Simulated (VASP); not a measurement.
Runs of VASP 6.6.1 on CaO. The structure is that of space group P6_3/mmc (No. 194), or close to it. The cells are those of the table. 

| level | cell | smearing | gap on the mesh (eV) | pressure (GPa) |
| --- | --- | --- | --- | --- |
| r2SCAN | a = 4.041, b = 4.041, c = 4.842 Å, angles 90.0, 90.0, 120.0°, 4 atoms | gaussian 0.01 eV | 3.46 | (a) |
| PBE | a = 4.041, b = 4.041, c = 4.842 Å, angles 90.0, 90.0, 120.0°, 4 atoms | fermi-dirac 0.02 eV | (b) | -1.6 |
| PBE | a = 3.981, b = 3.998, c = 4.770 Å, angles 90.0, 90.0, 120.4°, 4 atoms | fermi-dirac 0.02 eV | 3.19 | 2.3 |
| r2SCAN | a = 3.981, b = 3.981, c = 4.770 Å, angles 90.0, 90.0, 120.0°, 4 atoms | gaussian 0.01 eV | 3.61 | 1.0 |
| PBE | a = 3.981, b = 3.981, c = 4.770 Å, angles 90.0, 90.0, 120.0°, 4 atoms | fermi-dirac 0.02 eV | 3.19 | 2.3 |

Alike in all rows: task single point; potentials or basis VASP PAW PBE potentials, release 64 (Ca_sv, O); no spin polarisation; k mesh 12 × 12 × 6; cutoff (eV) 520.

Question: Estimate the missing entries.

Answer: (a) -3.0; (b) 3.03.

Caveats: the PAW data sets were made with another functional, which shifts forces and pressure a little (some runs).

A k mesh can miss the band edges.
